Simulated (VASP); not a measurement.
# Si (I4/mmm) in VASP: a series of runs, part 2 of 2

VASP 6.6.1. The steps go on from the part before.

## Step 4: Single point, PBE (21.03 Å³/atom)

This run uses another cell than the first one, of 21.03 Å³/atom.

Input file INCAR:

```
ALGO     = Normal         # electronic algorithm
EDIFF    = 1E-7           # SCF threshold, eV
ENCUT    = 520            # plane-wave cutoff, eV
GGA      = PE             # functional
ISIF     = 2              # what is computed and relaxed
ISMEAR   = 0              # smearing method
LASPH    = True           # aspherical terms in the spheres
LCHARG   = False          # write CHGCAR
LREAL    = False          # projectors in reciprocal space
LWAVE    = False          # write WAVECAR
NBANDS   = 16             # bands
NELM     = 80             # most SCF steps
PREC     = Accurate       # precision mode
SIGMA    = 0.05           # smearing width, eV
```

Input file KPOINTS:

```
k-points
0
Gamma
  12 12 12
```

Input file POSCAR:

```
Si
1.0
   -3.3155847643      3.3155847643      1.9131087267
    3.3155847643     -3.3155847643      1.9131087267
    3.3155847643      3.3155847643     -1.9131087267
Si
4
Direct
    0.1786105079      0.1786105079      0.3572210158
    0.8213894921      0.8213894921      0.6427789842
    0.1786105079      0.8213894921      0.0000000000
    0.8213894921      0.1786105079      0.0000000000
```

Potentials or basis: VASP PAW PBE potentials, release 64 (Si).

The run is started by

```sh
> cat potpaw_PBE.64/Si/POTCAR > POTCAR
> mpirun -np 1 vasp_std > vasp.out
```

OUTCAR:

```text
EDIFF = 1E-7
   ENCUT = 520
   GGA = PE
   ISIF = 2
   ISMEAR = 0
   LASPH = True
   LREAL = False
   NELM = 80
   PREC = Accurate

 ion  position               nearest neighbor table
   1  0.179  0.179  0.357-   2 2.34   2 2.34   3 2.37   4 2.37
   2  0.821  0.821  0.643-   1 2.34   1 2.34   4 2.37   3 2.37
   3  0.179  0.821  0.000-   4 2.34   4 2.34   2 2.37   1 2.37
   4  0.821  0.179  0.000-   3 2.34   3 2.34   2 2.37   1 2.37

  LATTYP: Found a body centered tetragonal cell.
[... 655 lines left out ...]
  FORCE on cell =-STRESS in cart. coord.  units (eV):
  Direction    XX          YY          ZZ          XY          YZ          ZX
  --------------------------------------------------------------------------------------
  -------------------------------------------------------------------------------------
  Total        1.1827422      1.1827422      1.2337088      0.0000000      0.0000000     -0.0000000
  in kB       22.5258277     22.5258277     23.4965076      0.0000000      0.0000000     -0.0000000
  external PRESSURE =      22.8493877 kB  Pullay stress =       0.0000000 kB

 VOLUME and BASIS-vectors are now :
 -----------------------------------------------------------------------------
  energy-cutoff  :      520.00
  volume of cell :       84.12
      direct lattice vectors                 reciprocal lattice vectors
    -3.315584764  3.315584764  1.913108727     0.000000000  0.150802961  0.261354722
     3.315584764 -3.315584764  1.913108727     0.150802961  0.000000000  0.261354722
     3.315584764  3.315584764 -1.913108727     0.150802961  0.150802961  0.000000000

 POSITION                                       TOTAL-FORCE (eV/Angst)
 -----------------------------------------------------------------------------------
      1.18440      1.18440     -0.00000         0.027946      0.027946     -0.000000
      2.13119      2.13119      1.91311        -0.027946     -0.027946      0.000000
      2.13119     -2.13119      1.91311        -0.027946      0.027946     -0.000000
     -2.13119      2.13119      1.91311         0.027946     -0.027946     -0.000000
 -----------------------------------------------------------------------------------
    total drift:                               -0.000000     -0.000000      0.000000

  FREE ENERGIE OF THE ION-ELECTRON SYSTEM (eV)
  ---------------------------------------------------
  free  energy   TOTEN  =       -21.2799683540 eV

  energy  without entropy=      -21.2799681462  energy(sigma->0) =      -21.27996825
```

stdout:

```text
POSCAR found type information on POSCAR Si
 POSCAR found :  1 types and       4 ions
 scaLAPACK will be used
 LDA part: xc-table for (Slater+PW92), standard interpolation
 POSCAR, INCAR and KPOINTS ok, starting setup
 FFT: planning ... GRIDC
 FFT: planning ... GRID_SOFT
 FFT: planning ... GRID
 WAVECAR not read
 entering main loop
```

Wall time 1.7 min (1 thread of AMD EPYC 9R45 (Zen 5), shared host); peak memory 0.29 GiB.

What came out:

```
Free energy            : -21.2800 eV
Pressure               : 2.3 GPa
Largest force          : 0.040 eV/Å
Band gap on the k mesh : 0.24 eV (least direct gap 0.41 eV)
```

Forces on the atoms (eV/Å):
```
Si   0.028  0.028  0.000
Si  -0.028 -0.028  0.000
Si  -0.028  0.028  0.000
Si   0.028 -0.028  0.000
```

Stress tensor (GPa, compression positive):
```
2.25 0.00 0.00
0.00 2.25 0.00
0.00 0.00 2.35
```

A k mesh can miss the band edges.

## Step 5: Single point, PBE (21.61 Å³/atom)

This run uses another cell than the first one, of 21.61 Å³/atom.

Input file INCAR:

```
PREC = Accurate
ENCUT = 520
EDIFF = 1E-6
ISMEAR = 0
SIGMA = 0.05
LREAL = F
LASPH = T
NELM = 60
ALGO = Normal
ISIF = 2
LWAVE = F
LCHARG = F
GGA = PE
NBANDS = 16
```

Input file KPOINTS:

```
Automatic mesh
0
Gamma
  12 12 12
```

Input file POSCAR:

```
Si
1.0
   -3.3906532877      3.3906532877      1.8794391174
    3.3906532877     -3.3906532877      1.8794391174
    3.3906532877      3.3906532877     -1.8794391174
Si
4
Direct
    0.1786105079      0.1786105079      0.3572210158
    0.8213894921      0.8213894921      0.6427789842
    0.1786105079      0.8213894921      0.0000000000
    0.8213894921      0.1786105079      0.0000000000
```

The run is started by

```sh
> cat potpaw_PBE.64/Si/POTCAR > POTCAR
> mpirun -np 1 vasp_std > vasp.out
```

Run time: 96 s. Hardware: 1 thread of AMD EPYC 9R45 (Zen 5), shared host; peak memory 0.3 GiB.

The run converged. Its results:

| Quantity | Value |
| --- | --- |
| Free energy | -21.2454 eV |
| Pressure | 0.2 GPa |
| Largest force | 0.407 eV/Å |
| Band gap on the k mesh | 0.22 eV (least direct gap 0.93 eV) |

Forces in eV/Å, atoms in the order of the input:
```
Si  -0.288 -0.288  0.000
Si   0.288  0.288  0.000
Si   0.288 -0.288  0.000
Si  -0.288  0.288  0.000
```

Stress tensor (GPa, compression positive):
```
-2.15  0.00  0.00
 0.00 -2.15  0.00
 0.00  0.00  4.85
```

Levels at points of the mesh, in eV from the valence-band top:
```
           k point  band 5  band 6  band 7  band 8  band 9  band 10  band 11  band 12
(0.00, 0.00, 0.00)   -3.60   -1.17   -1.17   -0.40    1.47     1.47     1.89     2.62
(0.50, 0.00, 0.00)   -4.20   -3.33   -2.18   -1.44    0.92     2.26     3.03     3.52
(0.50, 0.50, 0.00)   -2.76   -1.93   -1.61   -1.27    1.98     2.07     2.33     3.81
(0.50, 0.50, 0.50)   -2.47   -0.03    0.00    0.00    0.93     3.02     3.15     4.04
```

Caveat: the stress differs along the axes, from -2 to 5 GPa.

## Step 6: Single point, PBE

This run uses another cell than the first one, of 21.61 Å³/atom.

Input file INCAR:

```
ALGO     = Normal         # electronic algorithm
EDIFF    = 1E-6           # SCF threshold, eV
ENCUT    = 520            # plane-wave cutoff, eV
GGA      = PE             # functional
ISIF     = 2              # what is computed and relaxed
ISMEAR   = 0              # smearing method
LASPH    = T              # aspherical terms in the spheres
LCHARG   = F              # write CHGCAR
LREAL    = F              # projectors in reciprocal space
LWAVE    = F              # write WAVECAR
NBANDS   = 16             # bands
NELM     = 100            # most SCF steps
PREC     = Accurate       # precision mode
SIGMA    = 0.05           # smearing width, eV
```

Input file KPOINTS:

```
k-points
0
Gamma
  12 12 12
```

Input file POSCAR:

```
Si
1.0
   -3.3455832169      3.3455832169      1.9304179815
    3.3455832169     -3.3455832169      1.9304179815
    3.3455832169      3.3455832169     -1.9304179815
Si
4
Direct
    0.1786105079      0.1786105079      0.3572210157
    0.8213894921      0.8213894921      0.6427789843
    0.1786105079      0.8213894921      0.0000000000
    0.8213894921      0.1786105079      0.0000000000
```

Potentials or basis: VASP PAW PBE potentials, release 64 (Si).

The run is started by

```sh
> cat potpaw_PBE.64/Si/POTCAR > POTCAR
> mpirun -np 1 vasp_std > vasp.out
```

OUTCAR:

```text
EDIFF = 1E-6
   ENCUT = 520
   GGA = PE
   ISIF = 2
   ISMEAR = 0
   LASPH = T
   LREAL = F
   NELM = 100
   PREC = Accurate

 ion  position               nearest neighbor table
   1  0.179  0.179  0.357-   2 2.36   2 2.36   3 2.39   4 2.39
   2  0.821  0.821  0.643-   1 2.36   1 2.36   4 2.39   3 2.39
   3  0.179  0.821  0.000-   4 2.36   4 2.36   2 2.39   1 2.39
   4  0.821  0.179  0.000-   3 2.36   3 2.36   2 2.39   1 2.39

  LATTYP: Found a body centered tetragonal cell.
[... 639 lines left out ...]
      6       2.5107      2.00000
[... 8 lines left out ...]
     15      11.0880      0.00000
     16      11.3227      0.00000

 [... further k-points ...]
[... 5 lines left out ...]
  --------------------------------------------------------------------------------------
  -------------------------------------------------------------------------------------
  Total       -0.0290223     -0.0290223     -0.0367074      0.0000000      0.0000000      0.0000000
  in kB       -0.5380057     -0.5380057     -0.6804707      0.0000000      0.0000000      0.0000000
  external PRESSURE =      -0.5854941 kB  Pullay stress =       0.0000000 kB

 VOLUME and BASIS-vectors are now :
 -----------------------------------------------------------------------------
  energy-cutoff  :      520.00
  volume of cell :       86.43
      direct lattice vectors                 reciprocal lattice vectors
    -3.345583217  3.345583217  1.930417981     0.000000000  0.149450774  0.259011263
     3.345583217 -3.345583217  1.930417981     0.149450774  0.000000000  0.259011263
     3.345583217  3.345583217 -1.930417981     0.149450774  0.149450774  0.000000000

 POSITION                                       TOTAL-FORCE (eV/Angst)
 -----------------------------------------------------------------------------------
      1.19511      1.19511      0.00000         0.000211      0.000211     -0.000000
      2.15047      2.15047      1.93042        -0.000211     -0.000211      0.000000
      2.15047     -2.15047      1.93042        -0.000211      0.000211      0.000000
     -2.15047      2.15047      1.93042         0.000211     -0.000211      0.000000
 -----------------------------------------------------------------------------------
    total drift:                               -0.000000     -0.000000      0.000000

  FREE ENERGIE OF THE ION-ELECTRON SYSTEM (eV)
  ---------------------------------------------------
  free  energy   TOTEN  =       -21.2956874291 eV

  energy  without entropy=      -21.2956873554  energy(sigma->0) =      -21.29568739
```

It took 100 s on 1 thread of AMD EPYC 9R45 (Zen 5), shared host; peak memory 0.3 GiB.

What came out:

```yaml
Free_energy: -21.2957 eV
Pressure: -0.1 GPa
Band_gap_on_the_k_mesh: 0.26 eV (least direct gap 0.44 eV)
```

Levels at points of the mesh, in eV from the valence-band top:
| k point | band 6 | band 7 | band 8 | band 9 | band 10 | band 11 |
| --- | --- | --- | --- | --- | --- | --- |
| (0.00, 0.00, 0.00) | -1.44 | -1.44 | -0.54 | 1.46 | 1.57 | 1.57 |
| (0.50, 0.00, 0.00) | -3.42 | -2.32 | -1.40 | 0.89 | 2.36 | 3.05 |
| (0.50, 0.50, 0.00) | -1.94 | -1.83 | -1.57 | 1.65 | 1.95 | 1.97 |
| (0.50, 0.50, 0.50) | -0.20 | 0.00 | 0.00 | 0.44 | 3.04 | 3.46 |

A k mesh can miss the band edges.

## Step 7: Overview

```csv
cell,gap on the mesh (eV),pressure (GPa),largest force (eV/Å)
"a = 5.018 Å, angles 98.2, 98.2, 135.6°, 4 atoms",0.15,5.0,0.08
"a = 5.104 Å, angles 97.7, 97.7, 137.2°, 4 atoms",0.22,2.5,0.42
"a = 5.064 Å, angles 98.2, 98.2, 135.6°, 4 atoms",0.24,2.3,0.04
"a = 5.150 Å, angles 97.7, 97.7, 137.2°, 4 atoms",0.22,0.2,0.41
"a = 5.110 Å, angles 98.2, 98.2, 135.6°, 4 atoms",0.26,-0.1,-
```

Alike in all rows: task single point; level PBE; potentials or basis VASP PAW PBE potentials, release 64 (Si); no spin polarisation; k mesh 12 × 12 × 12; cutoff (eV) 520; smearing gaussian 0.05 eV.

Caveats: the cell stands under pressure (at least some runs); the stress differs along the axes, from 0 to 8 GPa (at least some runs); the stress differs along the axes, from -2 to 5 GPa (at least some runs).

Total energies depend on the potentials used, so only differences within one code and one set of settings carry meaning.
